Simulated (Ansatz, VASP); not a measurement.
# One calculation of LiCl, two programs

INCAR

```
ALGO = Normal
EDIFF = 1E-7
ENCUT = 520
GGA = PE
ISIF = 2
ISMEAR = 0
LASPH = True
LCHARG = False
LREAL = False
LWAVE = False
NBANDS = 12
NELM = 80
PREC = Accurate
SIGMA = 0.02
```

File KPOINTS:

```
k-points
0
Gamma
  8 8 8
```

POSCAR

```
LiCl
1.0
    0.0000000000      2.6259224070      2.6259224070
    2.6259224070      0.0000000000      2.6259224070
    2.6259224070      2.6259224070      0.0000000000
Li Cl
1 1
Direct
    0.5000000000      0.5000000000      0.5000000000
    0.0000000000      0.0000000000      0.0000000000
```

Input for Ansatz:

```yaml
crystal:
  lattice:
    - [0.0, 2.625922407, 2.625922407]
    - [2.625922407, 0.0, 2.625922407]
    - [2.625922407, 2.625922407, 0.0]
  atoms:
    - { symbol: Li, position: [0.5, 0.5, 0.5] }
    - { symbol: Cl, position: [0.0, 0.0, 0.0] }
basis:
  ecutwfc: 420
kpoints:
  mp_grid: { grid: [8, 8, 8] }
hamiltonian:
  xc: pbe
scf:
  occupations: { method: gaussian, width: 0.02 }
output:
  forces: true
  stress: true
  eigenvalues: true
```

Alike in both runs: task single point; functional PBE; k mesh 8 × 8 × 8; occupations gaussian, width 0.02 eV; no spin polarisation.

|  | VASP | Ansatz |
| --- | --- | --- |
| version | VASP 6.6.1 | Ansatz 0.2.0 |
| potentials or method | VASP PAW PBE potentials, release 64 (Li_sv, Cl), cutoff 520 eV | scalar-relativistic, plane waves, PAW |
| valence electrons in the cell | 10 | 10 |

Ansatz gave:

- gap on the k mesh at the Fermi level (eV): 5.94
- least direct gap on the mesh (eV): 5.94

Problem. Estimate VASP's values.

Solution. gap on the k mesh at the Fermi level (eV): 5.96; least direct gap on the mesh (eV): 5.96.

The functional is the same, so the differences come from potentials, cutoffs and numerics.

Noted on VASP's run: the cutoff is short for stress, so the pressure is rough.
